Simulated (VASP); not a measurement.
# Rb (Im-3m) in VASP: notebook

Runs on Rb. Level: PBE. Tasks: relaxation of cell and atoms, single point.

Program: VASP 6.6.1. These are calculated values, not measurements. Logs are shortened: lines on timing, memory, paths and dates and some standing lists are left out, and cuts for length are marked.

**1. The cell of the first run**

Symmetry: Im-3m, No. 229, cubic system. Conventional cell: a = 5.605 Å, b = 5.605 Å, c = 5.605 Å, α = 90.00°, β = 90.00°, γ = 90.00°.

**2. Relaxation of cell and atoms, PBE**

Input file INCAR:

```
SYSTEM = Rb
PREC = Accurate ; ENCUT = 600
EDIFF = 1E-6 ; ISMEAR = -1
SIGMA = 0.05 ; LREAL = .False.
LASPH = .True. ; NELM = 60
ALGO = Normal ; ISIF = 3
LWAVE = .False. ; LCHARG = .False.
GGA = PE ; IBRION = 2
NSW = 80 ; EDIFFG = -0.02
```

Input file KPOINTS:

```
Automatic mesh
0
Gamma
  5 5 5
  0 0 0
```

Input file POSCAR:

```
Rb
1.0
   -2.8025000000      2.8025000000      2.8025000000
    2.8025000000     -2.8025000000      2.8025000000
    2.8025000000      2.8025000000     -2.8025000000
Rb
1
Direct
    0.0000000000      0.0000000000      0.0000000000
```

Potentials or basis: VASP PAW PBE potentials, release 64 (Rb_sv).

The run is started by

```
$ cat potpaw_PBE.64/Rb_sv/POTCAR > POTCAR
$ mpirun -np 1 vasp_std > vasp.out
```

OUTCAR:

```text
SYSTEM = Rb
   PREC = Accurate
   ENCUT = 600
   EDIFF = 1E-6
   ISMEAR = -1
   LREAL = .False.
   LASPH = .True.
   NELM = 60
   ISIF = 3
   GGA = PE
   IBRION = 2
   NSW = 80
   EDIFFG = -0.02

 ion  position               nearest neighbor table
   1  0.000  0.000  0.000-

  LATTYP: Found a body centered cubic cell.
 ALAT       =     5.6050000000

  Lattice vectors:

 A1 = (  -2.8025000000,   2.8025000000,   2.8025000000)
 A2 = (   2.8025000000,  -2.8025000000,   2.8025000000)
 A3 = (   2.8025000000,   2.8025000000,  -2.8025000000)

Analysis of symmetry for initial positions (statically):
=====================================================================
 Subroutine PRICEL returns:
 Original cell was already a primitive cell.

 Routine SETGRP: Setting up the symmetry group for a
 body centered cubic supercell.

 Subroutine GETGRP returns: Found 48 space group operations
 (whereof 48 operations were pure point group operations)
 out of a pool of 48 trial point group operations.

The static configuration has the point symmetry O_h .

Analysis of symmetry for dynamics (positions and initial velocities):
=====================================================================
 Subroutine PRICEL returns:
 Original cell was already a primitive cell.

 Routine SETGRP: Setting up the symmetry group for a
 body centered cubic supercell.

 Subroutine GETGRP returns: Found 48 space group operations
 (whereof 48 operations were pure point group operations)
 out of a pool of 48 trial point group operations.

The dynamic configuration has the point symmetry O_h .

 Subroutine INISYM returns: Found 48 space group operations
 (whereof 48 operations are pure point group operations),
 and found     1 'primitive' translations

----------------------------------------------------------------------------------------

                                     Primitive cell

  volume of cell :      88.0434

  direct lattice vectors                    reciprocal lattice vectors
    -2.802500000  2.802500000  2.802500000     0.000000000  0.178412132  0.178412132
     2.802500000 -2.802500000  2.802500000     0.178412132  0.000000000  0.178412132
     2.802500000  2.802500000 -2.802500000     0.178412132  0.178412132  0.000000000

  length of vectors
     4.854072388  4.854072388  4.854072388     0.252312857  0.252312857  0.252312857

  position of ions in fractional coordinates (direct lattice)
     0.000000000  0.000000000  0.000000000

  ion indices of the primitive-cell ions
   primitive index   ion index
                 1           1

----------------------------------------------------------------------------------------

 KPOINTS: Automatic mesh

Automatic generation of k-mesh.
 Grid dimensions read from file:
 generate k-points for:    5    5    5

 Generating k-lattice:

  Cartesian coordinates                     Fractional coordinates (reciprocal lattice)
     0.000000000  0.035682426  0.035682426     0.200000000  0.000000000  0.000000000
     0.035682426  0.000000000  0.035682426     0.000000000  0.200000000  0.000000000
     0.035682426  0.035682426  0.000000000     0.000000000  0.000000000  0.200000000

  Length of vectors
     0.050462571  0.050462571  0.050462571

  Shift w.r.t. Gamma in fractional coordinates (k-lattice)
     0.000000000  0.000000000  0.000000000

 Subroutine IBZKPT returns following result:
 ===========================================

 Found     10 irreducible k-points:

 Following reciprocal coordinates:
            Coordinates               Weight
  0.000000  0.000000  0.000000      1.000000
  0.200000  0.000000  0.000000     12.000000
  0.400000  0.000000  0.000000     12.000000
  0.200000  0.200000  0.000000     24.000000
  0.400000  0.200000  0.000000     24.000000
  0.200000  0.200000  0.200000      8.000000
 -0.200000  0.200000  0.200000      6.000000
 -0.400000  0.400000  0.200000     24.000000
 -0.400000 -0.400000  0.200000      8.000000
 -0.400000  0.400000  0.400000      6.000000
   k-points           NKPTS =     10   k-points in BZ     NKDIM =     10   number of bands    NBANDS=      8
   number of dos      NEDOS =    301   number of ions     NIONS =      1
   total plane-waves  NPLWV =  64000
   dimension x,y,z NGX =    40 NGY =   40 NGZ =   40
   dimension x,y,z NGXF=    80 NGYF=   80 NGZF=   80
   ions per type =               1
   NGX,Y,Z   is equivalent  to a cutoff of  13.70, 13.70, 13.70 a.u.
   NGXF,Y,Z  is equivalent  to a cutoff of  27.40, 27.40, 27.40 a.u.
 SYSTEM =  Rb
   PREC   = accura    normal or accurate (medium, high low for compatibility)
   ISTART =      0    job   : 0-new  1-cont  2-samecut
   ICHARG =      2    charge: 1-file 2-atom 10-const
   ISPIN  =      1    spin polarized calculation?
   LNONCOLLINEAR =      F non collinear calculations
   LSORBIT =      F    spin-orbit coupling
   LASPH  =      T    aspherical Exc in radial PAW
   ENCUT  =  600.0 eV  44.10 Ry    6.64 a.u.   9.69  9.69  9.69*2*pi/ulx,y,z
   NELM   =     60;   NELMIN=  2; NELMDL= -5     # of ELM steps
   EDIFF  = 0.1E-05   stopping-criterion for ELM
   LREAL  =      F    real-space projection
   EDIFFG = -.2E-01   stopping-criterion for IOM
   NSW    =     80    number of steps for IOM
   IBRION =      2    ionic relax: 0-MD 1-quasi-New 2-CG
   NFREE  =      1    steps in history (QN), initial steepest desc. (CG)
   ISIF   =      3    stress and relaxation
   ISYM   =      2    0-nonsym 1-usesym 2-fastsym
   POTIM  = 0.5000    time-step for ionic-motion
   TEBEG  =    0.0;   TEEND  =   0.0 temperature during run
   PSTRESS=    0.0 pullay stress
   NELECT =       9.0000    total number of electrons
   NUPDOWN=      -1.0000    fix difference up-down
   EMIN   =  10.00;   EMAX   =-10.00  energy-range for DOS
   EFERMI =   0.00;   METHOD = LEGACY
   ISMEAR =    -1;   SIGMA  =   0.05  broadening in eV -4-tet -1-fermi 0-gaus
   EFERMI_NEDOS =   21; number of points for ismear=-14 and -15
   IALGO  =     38    algorithm
   IMIX   =      4    mixing-type and parameters
     AMIX     =   0.40;   BMIX     =  1.00
     AMIX_MAG =   1.60;   BMIX_MAG =  1.00
  volume/ion in A,a.u.               =      88.04       594.15
  Fermi-wavevector in a.u.,A,eV,Ry     =   0.765462  1.446513  7.972081  0.585931
  Thomas-Fermi vector in A             =   1.865587
   LORBIT       =      0    0 simple, 1 ext, 2 COOP (PROOUT), +10 PAW based schemes
   GGA     = PE    functional components
   LHFCALC =     F    Hartree Fock is set to
   AEXX    =    0.0000 exact exchange contribution
   IVDW    =     0    specifies the selected vdW correction
   LEPSILON=     F    determine dielectric tensor
   LRPA    =     F    only Hartree local field effects (RPA)
 conjugate gradient relaxation of ions
 non-spin polarized calculation
  energy-cutoff  :      600.00
  volume of cell :       88.04
 maximum number of plane-waves:      2944
   NGX = 19   NGY = 19   NGZ = 19

--------------------------------------- Ionic step        1  -------------------------------------------

 number of electron       9.0000000 magnetization

 Free energy of the ion-electron system (eV)
  ---------------------------------------------------
  ext. energy  EPLUGINS =         0.00000000
  ---------------------------------------------------
  free energy    TOTEN  =        -0.94395162 eV

  energy without entropy =       -0.93194267  energy(sigma->0) =       -0.93794715

------------------------ aborting loop because EDIFF is reached ----------------------------------------

  FORCE on cell =-STRESS in cart. coord.  units (eV):
  Direction    XX          YY          ZZ          XY          YZ          ZX
  --------------------------------------------------------------------------------------
  -------------------------------------------------------------------------------------
  Total        0.0479651      0.0479651      0.0479651     -0.0000000      0.0000000     -0.0000000
  in kB        0.8728486      0.8728486      0.8728486     -0.0000000      0.0000000     -0.0000000
  external PRESSURE =       0.8728486 kB  Pullay stress =       0.0000000 kB

 VOLUME and BASIS-vectors are now :
 -----------------------------------------------------------------------------
  energy-cutoff  :      600.00
  volume of cell :       88.04
      direct lattice vectors                 reciprocal lattice vectors
    -2.802500000  2.802500000  2.802500000     0.000000000  0.178412132  0.178412132
     2.802500000 -2.802500000  2.802500000     0.178412132  0.000000000  0.178412132
     2.802500000  2.802500000 -2.802500000     0.178412132  0.178412132  0.000000000
[... 36 lines left out ...]
 POSITION                                       TOTAL-FORCE (eV/Angst)
 -----------------------------------------------------------------------------------
      0.00000     -0.00000      0.00000         0.000000      0.000000      0.000000
 -----------------------------------------------------------------------------------
    total drift:                               -0.000000      0.000000     -0.000000

  FREE ENERGIE OF THE ION-ELECTRON SYSTEM (eV)
  ---------------------------------------------------
  free  energy   TOTEN  =        -0.9442383859 eV

  energy  without entropy=       -0.9322269608  energy(sigma->0) =       -0.93823267

--------------------------------------- Ionic step        3  -------------------------------------------

 number of electron       9.0000000 magnetization

 Free energy of the ion-electron system (eV)
  ---------------------------------------------------
  ext. energy  EPLUGINS =         0.00000000
  ---------------------------------------------------
  free energy    TOTEN  =        -0.94463659 eV

  energy without entropy =       -0.93261753  energy(sigma->0) =       -0.93862706

 E-fermi :   0.0678     XC(G=0):  -5.4790

 val. band max:       -0.2821669579   @ k =   0.4000   0.0000   0.0000
 cond. band min:       0.1071870004   @ k =  -0.4000   0.4000   0.2000
 fundamental gap:      0.3893539583
 Fermi energy:         0.0678467306

 k-point     1 :       0.0000    0.0000    0.0000
  band No.  band energies     occupation
      1     -28.8755      2.00000
      2     -12.9172      2.00000
      3     -12.9172      2.00000
      4     -12.9172      2.00000
      5      -1.9547      2.00000
      6       3.7086      0.00000
      7       3.7086      0.00000
      8       3.7086      0.00000

 k-point     2 :       0.2000    0.0000    0.0000
  band No.  band energies     occupation
      1     -28.8740      2.00000
      2     -12.9514      2.00000
      3     -12.9285      2.00000
      4     -12.9172      2.00000
      5      -1.4913      2.00000
      6       2.8730      0.00000
      7       3.2098      0.00000
      8       4.1408      0.00000
[... 108 lines left out ...]
 POSITION                                       TOTAL-FORCE (eV/Angst)
 -----------------------------------------------------------------------------------
      0.00000     -0.00000      0.00000         0.000000      0.000000     -0.000000
 -----------------------------------------------------------------------------------
    total drift:                                0.000000     -0.000000     -0.000000

  FREE ENERGIE OF THE ION-ELECTRON SYSTEM (eV)
  ---------------------------------------------------
  free  energy   TOTEN  =        -0.9446365949 eV

  energy  without entropy=       -0.9326175277  energy(sigma->0) =       -0.93862706

 reached required accuracy - stopping structural energy minimisation
```

Run time: 50 s. Hardware: 1 thread of Intel Xeon 8259CL, shared host; peak memory 0.23 GiB.

What came out:

- Free energy: -0.9446 eV
- Relaxed volume: 90.51 Å³/atom
- Relaxed cell: a = 4.899 Å, b = 4.899 Å, c = 4.899 Å, α = 109.47°, β = 109.47°, γ = 109.47°
- Space group after relaxing (to 0.1 Å): Im-3m (No. 229)
- Energy gained by relaxing: 0.7 meV/atom
- Ionic steps: 3
- Pressure after relaxing: 0.0 GPa
- Band gap on the k mesh: zero (an odd number of electrons rules out a gap without spin polarisation)

The path:
| step | energy change (eV) | largest force (eV/Å) | pressure (GPa) | volume (Å³) |
| --- | --- | --- | --- | --- |
| 1 | 0.0000 | 0.0000 | 0.09 | 88.04 |
| 2 | -0.0003 | 0.0000 | 0.07 | 88.66 |
| 3 | -0.0007 | 0.0000 | 0.00 | 90.51 |

Final structure:
```yaml
crystal:
  lattice:
    - [-2.82844, 2.82844, 2.82844]
    - [2.82844, -2.82844, 2.82844]
    - [2.82844, 2.82844, -2.82844]
  atoms:
    - { symbol: Rb, position: [0.00000, 0.00000, 0.00000] }
```

Levels at points of the mesh, in eV from the Fermi level:
```tsv
k point	band 1	band 2	band 3	band 4	band 5	band 6	band 7	band 8
(0.00, 0.00, 0.00)	-28.94	-12.99	-12.99	-12.99	-2.02	3.64	3.64	3.64
```

PBE usually gives volumes a little too large and moduli too small. Zero-point motion and thermal expansion aren't in these numbers.

**3. Single point, PBE, non-collinear spin, zero start, spin-orbit coupling**

Input file INCAR:

```
PREC = Accurate ; ENCUT = 520
EDIFF = 1E-6 ; ISMEAR = -1
SIGMA = 0.05 ; LREAL = F
LASPH = T ; NELM = 150
ALGO = Normal ; ISIF = 2
LWAVE = F ; LCHARG = F
LNONCOLLINEAR = T ; MAGMOM = 0 0 0
LORBIT = 11 ; LSORBIT = T
GGA_COMPAT = F ; LORBMOM = T
GGA = PE ; NBANDS = 20
```

Input file KPOINTS:

```
Automatic mesh
0
Gamma
  5 5 5
```

POSCAR is that of step 2.

Potentials or basis: VASP PAW PBE potentials, release 64 (Rb_sv).

The run is started by

```
$ cat potpaw_PBE.64/Rb_sv/POTCAR > POTCAR
$ mpirun -np 1 vasp_ncl > vasp.out
```

It took 91 s on 1 thread of Intel Xeon 8259CL, shared host; peak memory 0.38 GiB.

The run converged. Its results:

```
Free energy                                           : -0.9706 eV
Pressure                                              : 0.1 GPa
Net moment                                            : 0.00 μB per cell
Valence electrons inside the program's atomic spheres : Rb 7.29
```

Moments on the atoms (μB; x, y, z):
```
Rb  0.00 0.00 0.00
```

The gap in the log of VASP goes by the Fermi energy; the results here count the filled bands.